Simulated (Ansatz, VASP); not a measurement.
**SrO in VASP and in Ansatz**

POSCAR

```
SrO
1.0
    0.0000000000      2.5798923266      2.4449639579
    2.5798923266      0.0000000000      2.4449639579
    2.5798923266      2.5798923266      0.0000000000
Sr O
1 1
Direct
    0.0000000000      0.0000000000      0.0000000000
    0.5000000000      0.5000000000      0.5000000000
```

File INCAR.step1:

```
SYSTEM = SrO
ALGO = Normal
EDIFF = 1E-4
ENCUT = 520
GGA = PE
ISMEAR = 0
LASPH = .TRUE.
LCHARG = .FALSE.
LREAL = .FALSE.
LWAVE = .TRUE.
NBANDS = 15
NELM = 100
PREC = Accurate
SIGMA = 0.01
```

Contents of INCAR.step2:

```
SYSTEM = SrO
ALGO = Normal
EDIFF = 1E-6
ENCUT = 520
ISIF = 2
ISMEAR = 0
ISTART = 1
LASPH = .TRUE.
LCHARG = .FALSE.
LMIXTAU = .TRUE.
LREAL = .FALSE.
LWAVE = .FALSE.
METAGGA = R2SCAN
NBANDS = 15
NELM = 100
PREC = Accurate
SIGMA = 0.01
```

Contents of KPOINTS:

```
k-points
0
G
  8 8 8
  0 0 0
```

Input for Ansatz:

```yaml
crystal:
  lattice:
    - [0.0, 2.5798923266, 2.4449639579]
    - [2.5798923266, 0.0, 2.4449639579]
    - [2.5798923266, 2.5798923266, 0.0]
  atoms:
    - { symbol: Sr, position: [0.0, 0.0, 0.0] }
    - { symbol: O, position: [0.5, 0.5, 0.5] }
kpoints:
  mp_grid: { grid: [8, 8, 8] }
  band_path:
    path:
      - [0.0, 0.0, 0.0]
      - [0.5, 0.0, 0.5]
      - [0.625, 0.25, 0.625]
      - [0.375, 0.375, 0.75]
      - [0.5, 0.5, 0.5]
      - [0.5, 0.25, 0.75]
      - [0.5, 0.5, 0.0]
    npoints: 1
hamiltonian:
  xc: r2scan
scf:
  occupations: { method: fixed }
  n_extra_bands: 4
output:
  forces: true
  stress: true
  eigenvalues: true
```

Change from the starting cell: uniaxial_z strain -5.2%.

Alike in both runs: task single point; functional r2SCAN; k mesh 8 × 8 × 8; no spin polarisation.

|  | VASP | Ansatz |
| --- | --- | --- |
| version | VASP 6.6.1 | Ansatz 0.2.0 |
| potentials or method | VASP PAW PBE potentials, release 64 (Sr_sv, O) | plane waves, PAW |
| plane-wave cutoff (eV) | 520 | 500 |
| occupations | gaussian, width 0.01 eV | fixed |
| valence electrons in the cell | 16 | 16 |

```tsv
	VASP	Ansatz	Ansatz less VASP
gap on the k mesh at the Fermi level (eV)	3.40	3.46	+0.062
pressure (GPa)	7.1	6.4	-0.71
traceless stress, the component that is largest in VASP (GPa)	7.42	7.05	-0.366
```

VASP's potentials were made for PBE, not for r2SCAN.
